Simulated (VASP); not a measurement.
# MgCd3Se4 (P-4m2) in VASP: notebook

MgCd3Se4 is run at these levels: PBE; tasks: relaxation of cell and atoms, relaxation of shape and atoms at fixed volume.

Program: VASP 6.6.1. These are calculated values, not measurements. Logs are shortened: lines on timing, memory, paths and dates and some standing lists are left out, and cuts for length are marked.

## (1) The cell of the first run

It takes space group P-4m2 (No. 115, tetragonal). Conventional cell: a = 4.354 Å, b = 4.354 Å, c = 12.238 Å, α = 90.00°, β = 90.00°, γ = 90.00°. Mg (site symmetry -4m2) has 4 Se at 2.60 Å within 3.4 Å. Within 3.5 Å of Cd (site symmetry 2mm) lie 4 Se at 2.68 Å. Within 3.5 Å of Cd (site symmetry -4m2) lie 4 Se at 2.68 Å. Within 3.5 Å of Se (site symmetry 2mm) lie 4 Cd at 2.68 Å. Within 3.4 Å of Se (site symmetry 2mm) lie 2 Mg at 2.60 Å and 2 Cd at 2.68 Å.

## (2) Relaxation of cell and atoms, PBE

Input file INCAR:

```
SYSTEM = MgCd3Se4
ALGO = Normal
EDIFF = 1E-6
EDIFFG = -0.001
ENCUT = 600
GGA = PE
IBRION = 2
ISIF = 3
ISMEAR = 0
LASPH = .True.
LCHARG = .False.
LREAL = .False.
LWAVE = .False.
NELM = 60
NSW = 80
PREC = Accurate
SIGMA = 0.01
```

Input file KPOINTS:

```
k-points
0
Gamma
  6 6 4
  0 0 0
```

Input file POSCAR:

```
MgCd3Se4
1.0
    4.3539801388      0.0000000000      0.0000000000
    0.0000000000      4.3539801388      0.0000000000
    0.0000000000      0.0000000000     12.2377498633
Mg Cd Se
1 3 4
Direct
    0.5000000000      0.5000000000      0.5000000000
    0.0000000000      0.0000000000      0.7448596801
    0.5000000000      0.5000000000      0.0000000000
    0.0000000000      0.0000000000      0.2551403199
    0.5000000000      0.0000000000      0.1275267726
    0.0000000000      0.5000000000      0.3831927341
    0.5000000000      0.0000000000      0.6168072659
    0.0000000000      0.5000000000      0.8724732274
```

Potentials or basis: VASP PAW PBE potentials, release 64 (Mg, Cd, Se).

Launch:

```
$ cat potpaw_PBE.64/Mg/POTCAR potpaw_PBE.64/Cd/POTCAR potpaw_PBE.64/Se/POTCAR > POTCAR
$ mpirun -np 1 vasp_std > vasp.out
```

OUTCAR:

```text
SYSTEM = MgCd3Se4
   EDIFF = 1E-6
   EDIFFG = -0.001
   ENCUT = 600
   GGA = PE
   IBRION = 2
   ISIF = 3
   ISMEAR = 0
   LASPH = .True.
   LREAL = .False.
   NELM = 60
   NSW = 80
   PREC = Accurate

 ion  position               nearest neighbor table
   1  0.500  0.500  0.500-   6 2.60   7 2.60   7 2.60   6 2.60
   2  0.000  0.000  0.745-   8 2.68   8 2.68   7 2.68   7 2.68
   3  0.500  0.500  0.000-   5 2.68   8 2.68   5 2.68   8 2.68
   4  0.000  0.000  0.255-   5 2.68   5 2.68   6 2.68   6 2.68
   5  0.500  0.000  0.128-   3 2.68   3 2.68   4 2.68   4 2.68
   6  0.000  0.500  0.383-   1 2.60   1 2.60   4 2.68   4 2.68
   7  0.500  0.000  0.617-   1 2.60   1 2.60   2 2.68   2 2.68
   8  0.000  0.500  0.872-   3 2.68   3 2.68   2 2.68   2 2.68

  LATTYP: Found a simple tetragonal cell.
 ALAT       =     4.3539801388
 C/A-ratio  =     2.8107041082

  Lattice vectors:

 A1 = (   4.3539801388,   0.0000000000,   0.0000000000)
 A2 = (   0.0000000000,   4.3539801388,   0.0000000000)
 A3 = (   0.0000000000,   0.0000000000,  12.2377498633)

Analysis of symmetry for initial positions (statically):
=====================================================================
 Subroutine PRICEL returns:
 Original cell was already a primitive cell.

 Routine SETGRP: Setting up the symmetry group for a
 simple tetragonal supercell.

 Subroutine GETGRP returns: Found  8 space group operations
 (whereof  8 operations were pure point group operations)
 out of a pool of 16 trial point group operations.

The static configuration has the point symmetry D_2d.

Analysis of symmetry for dynamics (positions and initial velocities):
=====================================================================
 Subroutine PRICEL returns:
 Original cell was already a primitive cell.

 Routine SETGRP: Setting up the symmetry group for a
 simple tetragonal supercell.

 Subroutine GETGRP returns: Found  8 space group operations
 (whereof  8 operations were pure point group operations)
 out of a pool of 16 trial point group operations.

The dynamic configuration has the point symmetry D_2d.

 Subroutine INISYM returns: Found  8 space group operations
 (whereof  8 operations are pure point group operations),
 and found     1 'primitive' translations

----------------------------------------------------------------------------------------

                                     Primitive cell

[... 124 lines left out ...]
  Fermi-wavevector in a.u.,A,eV,Ry     =   1.054502  1.992719 15.129320  1.111974
  Thomas-Fermi vector in A             =   2.189664
   LORBIT       =      0    0 simple, 1 ext, 2 COOP (PROOUT), +10 PAW based schemes
   GGA     = PE    functional components
   LHFCALC =     F    Hartree Fock is set to
   AEXX    =    0.0000 exact exchange contribution
   IVDW    =     0    specifies the selected vdW correction
   LEPSILON=     F    determine dielectric tensor
   LRPA    =     F    only Hartree local field effects (RPA)
 conjugate gradient relaxation of ions
 non-spin polarized calculation
 Gauss-broadening in eV      SIGMA  =   0.01
  energy-cutoff  :      600.00
  volume of cell :      231.99
 maximum number of plane-waves:      7824
 NGX is ok and might be reduce to    36
   NGX = 17   NGY = 17   NGZ = 49

--------------------------------------- Ionic step        1  -------------------------------------------

 number of electron      61.9999994 magnetization

 Free energy of the ion-electron system (eV)
  ---------------------------------------------------
  ext. energy  EPLUGINS =         0.00000000
  ---------------------------------------------------
  free energy    TOTEN  =       -23.99809589 eV

  energy without entropy =      -23.99809589  energy(sigma->0) =      -23.99809589

------------------------ aborting loop because EDIFF is reached ----------------------------------------

  FORCE on cell =-STRESS in cart. coord.  units (eV):
  Direction    XX          YY          ZZ          XY          YZ          ZX
  --------------------------------------------------------------------------------------
  -------------------------------------------------------------------------------------
  Total        0.2185205      0.2185205      0.2515941      0.0000000      0.0000000     -0.0000000
  in kB        1.5091360      1.5091360      1.7375467      0.0000000      0.0000000     -0.0000000
  external PRESSURE =       1.5852729 kB  Pullay stress =       0.0000000 kB
[... 107 lines left out ...]
  FREE ENERGIE OF THE ION-ELECTRON SYSTEM (eV)
  ---------------------------------------------------
  free  energy   TOTEN  =       -23.9985538951 eV

  energy  without entropy=      -23.9985538951  energy(sigma->0) =      -23.99855390

[... ionic steps 4 to 19 ...]

--------------------------------------- Ionic step       20  -------------------------------------------

 number of electron      61.9999994 magnetization

------------------------ aborting loop because EDIFF is reached ----------------------------------------
[... 79 lines left out ...]
--------------------------------------- Ionic step       22  -------------------------------------------

 number of electron      61.9999994 magnetization

 Free energy of the ion-electron system (eV)
  ---------------------------------------------------
  ext. energy  EPLUGINS =         0.00000000
  ---------------------------------------------------
  free energy    TOTEN  =       -23.99867872 eV

  energy without entropy =      -23.99867872  energy(sigma->0) =      -23.99867872

 E-fermi :   0.6240     XC(G=0):  -8.5015

 val. band max:        0.5413918845   @ k =   0.0000   0.0000   0.0000
 cond. band min:       1.4470001204   @ k =   0.0000   0.0000   0.0000
 fundamental gap:      0.9056082359
 Fermi energy:         0.6239873461

 k-point     1 :       0.0000    0.0000    0.0000
  band No.  band energies     occupation
      1     -11.6041      2.00000
      2     -11.3735      2.00000
      3     -11.3652      2.00000
      4     -11.0544      2.00000
      5      -7.0757      2.00000
      6      -7.0757      2.00000
[... 949 lines left out ...]
     36       6.3285      0.00000
     37       6.5711      0.00000

 [... further k-points ...]

------------------------ aborting loop because EDIFF is reached ----------------------------------------

  FORCE on cell =-STRESS in cart. coord.  units (eV):
  Direction    XX          YY          ZZ          XY          YZ          ZX
  --------------------------------------------------------------------------------------
  -------------------------------------------------------------------------------------
  Total        0.0033862      0.0033862     -0.0021756      0.0000000      0.0000000      0.0000000
  in kB        0.0233085      0.0233085     -0.0149752      0.0000000      0.0000000      0.0000000
  external PRESSURE =       0.0105473 kB  Pullay stress =       0.0000000 kB
[... 23 lines left out ...]
  FREE ENERGIE OF THE ION-ELECTRON SYSTEM (eV)
  ---------------------------------------------------
  free  energy   TOTEN  =       -23.9986787152 eV

  energy  without entropy=      -23.9986787152  energy(sigma->0) =      -23.99867872

 reached required accuracy - stopping structural energy minimisation
```

OSZICAR:

```text
N       E                     dE             d eps       ncg     rms          rms(c)
DAV:   1     0.439421344317E+03    0.43942E+03   -0.30220E+04  2220   0.164E+03
DAV:   2     0.532142640707E+01   -0.43410E+03   -0.42231E+03  2586   0.349E+02
[... 128 lines left out ...]
       N       E                     dE             d eps       ncg     rms          rms(c)
DAV:   1    -0.239986786624E+02    0.17021E-06   -0.88782E-05  2395   0.468E-02    0.338E-03
DAV:   2    -0.239986785687E+02    0.93753E-07   -0.13653E-06  1669   0.672E-03
  21 F= -.23998679E+02 E0= -.23998679E+02  d E =-.208161E-05
       N       E                     dE             d eps       ncg     rms          rms(c)
DAV:   1    -0.239986786392E+02    0.23183E-07   -0.12567E-05  2250   0.177E-02    0.158E-03
DAV:   2    -0.239986787152E+02   -0.76001E-07   -0.24395E-07  1150   0.282E-03
  22 F= -.23998679E+02 E0= -.23998679E+02  d E =-.222818E-05
```

Run time: 17 min. Hardware: 1 thread of Intel Xeon 6975P-C (Granite Rapids), shared host; peak memory 0.57 GiB.

Results:

```
Free energy                           : -23.9987 eV
Relaxed volume                        : 29.09 Å³/atom
Relaxed cell                          : a = 4.357 Å, b = 4.357 Å, c = 12.260 Å, α = 90.00°, β = 90.00°, γ = 90.00°
Space group after relaxing (to 0.1 Å) : P-4m2 (No. 115)
Energy gained by relaxing             : 0.1 meV/atom
Ionic steps                           : 22
Pressure after relaxing               : 0.0 GPa
Band gap on the k mesh                : 0.91 eV
```

Step by step:
```
step  energy change (eV)  largest force (eV/Å)  pressure (GPa)  volume (Å³)
   1              0.0000                0.0337            0.16       231.99
   2             -0.0004                0.0185           -0.03       232.96
   3             -0.0005                0.0204           -0.03       232.84
   4             -0.0005                0.0218            0.01       232.76
   5             -0.0005                0.0209            0.00       232.80
   6             -0.0005                0.0206            0.00       232.82
   7             -0.0005                0.0146            0.00       232.80
   8             -0.0005                0.0120            0.01       232.73
   9             -0.0006                0.0074           -0.01       232.79
  10             -0.0006                0.0059           -0.02       232.84
  11             -0.0006                0.0040           -0.01       232.74
  12             -0.0006                0.0047            0.01       232.67
  13             -0.0006                0.0039            0.01       232.71
  14             -0.0006                0.0041            0.01       232.72
  15             -0.0006                0.0044            0.01       232.73
  16             -0.0006                0.0044            0.01       232.73
  17             -0.0006                0.0015           -0.01       232.83
  18             -0.0006                0.0025           -0.01       232.79
  19             -0.0006                0.0032           -0.01       232.77
  20             -0.0006                0.0009            0.00       232.76
  21             -0.0006                0.0020            0.00       232.76
  22             -0.0006                0.0007            0.00       232.76
```

Final structure:
```
CELL_PARAMETERS angstrom
4.35722 0.00000 0.00000
0.00000 4.35722 0.00000
0.00000 0.00000 12.25992
ATOMIC_POSITIONS crystal
Mg 0.50000 0.50000 0.50000
Cd 0.00000 0.00000 0.74457
Cd 0.50000 0.50000 0.00000
Cd 0.00000 0.00000 0.25543
Se 0.50000 0.00000 0.12769
Se 0.00000 0.50000 0.38369
Se 0.50000 0.00000 0.61631
Se 0.00000 0.50000 0.87231
```

## (3) Relaxation of shape and atoms at fixed volume, PBE (30.74 Å³/atom)

This run uses another cell than the first one, of 30.74 Å³/atom.

Input file INCAR:

```
SYSTEM = MgCd3Se4
PREC = Accurate
ENCUT = 600
EDIFF = 1E-6
ISMEAR = 0
SIGMA = 0.02
LREAL = .False.
LASPH = .True.
NELM = 60
ALGO = Normal
ISIF = 4
LWAVE = .False.
LCHARG = .False.
GGA = PE
IBRION = 2
NSW = 50
EDIFFG = -0.01
```

Input file KPOINTS:

```
regular mesh
0
Gamma
  6 6 4
  0 0 0
```

Input file POSCAR:

```
MgCd3Se4
1.0
    4.4378726781      0.0000000000      0.0000000000
    0.0000000000      4.4378726781      0.0000000000
    0.0000000000      0.0000000000     12.4862103810
Mg Cd Se
1 3 4
Direct
    0.5000000000      0.5000000000      0.5000000000
    0.0000000000      0.0000000000      0.7452671700
    0.5000000000      0.5000000000      0.0000000000
    0.0000000000      0.0000000000      0.2547328300
    0.5000000000      0.0000000000      0.1273603699
    0.0000000000      0.5000000000      0.3826276472
    0.5000000000      0.0000000000      0.6173723528
    0.0000000000      0.5000000000      0.8726396301
```

Potentials or basis: VASP PAW PBE potentials, release 64 (Mg, Cd, Se).

Launch:

```
$ cat potpaw_PBE.64/Mg/POTCAR potpaw_PBE.64/Cd/POTCAR potpaw_PBE.64/Se/POTCAR > POTCAR
$ mpirun -np 1 vasp_std > vasp.out
```

Wall time 14 min (1 thread of Oxide Virtual Turin-like, shared host); peak memory 0.55 GiB.

The run converged. Its results:

- Free energy: -23.9075 eV
- Energy gained by relaxing: 0.0 meV/atom
- Ionic steps: 4
- Pressure after relaxing: -2.2 GPa
- Largest force after relaxing: 0.007 eV/Å
- Band gap on the k mesh: 0.77 eV

Forces on the atoms (eV/Å):
```
Mg   0.000  0.000  0.000
Cd   0.000  0.000 -0.007
Cd   0.000  0.000  0.000
Cd   0.000  0.000  0.007
Se   0.000  0.000  0.004
Se   0.000  0.000 -0.001
Se   0.000  0.000  0.001
Se   0.000  0.000 -0.004
```

Step by step:
```
step  energy change (eV)  largest force (eV/Å)  pressure (GPa)  volume (Å³)
   1              0.0000                0.0221           -2.17       245.91
   2             -0.0001                0.0155           -2.17       245.91
   3             -0.0001                0.0106           -2.18       245.91
   4             -0.0001                0.0069           -2.18       245.91
```

Final structure:
```
CELL_PARAMETERS angstrom
4.43581 0.00000 0.00000
0.00000 4.43581 0.00000
0.00000 0.00000 12.49782
ATOMIC_POSITIONS crystal
Mg 0.50000 0.50000 0.50000
Cd 0.00000 0.00000 0.74517
Cd 0.50000 0.50000 0.00000
Cd 0.00000 0.00000 0.25483
Se 0.50000 0.00000 0.12736
Se 0.00000 0.50000 0.38295
Se 0.50000 0.00000 0.61705
Se 0.00000 0.50000 0.87264
```

Levels at points of the mesh, in eV from the valence-band top:
| k point | band 29 | band 30 | band 31 | band 32 | band 33 | band 34 |
| --- | --- | --- | --- | --- | --- | --- |
| (0.00, 0.00, 0.00) | -0.05 | 0.00 | 0.00 | 0.77 | 3.14 | 3.36 |
| (0.50, 0.00, 0.00) | -0.52 | -0.48 | -0.48 | 2.35 | 2.69 | 3.60 |
| (0.50, 0.50, 0.00) | -1.40 | -1.40 | -1.38 | 3.33 | 3.33 | 3.47 |
| (0.00, 0.00, 0.50) | -0.38 | -0.15 | -0.15 | 1.78 | 2.14 | 3.60 |
| (0.50, 0.00, 0.50) | -0.54 | -0.48 | -0.48 | 2.92 | 2.92 | 3.00 |
| (0.50, 0.50, 0.50) | -1.55 | -1.52 | -1.52 | 3.87 | 3.90 | 3.90 |

(Part 1 of 2 ends here.)
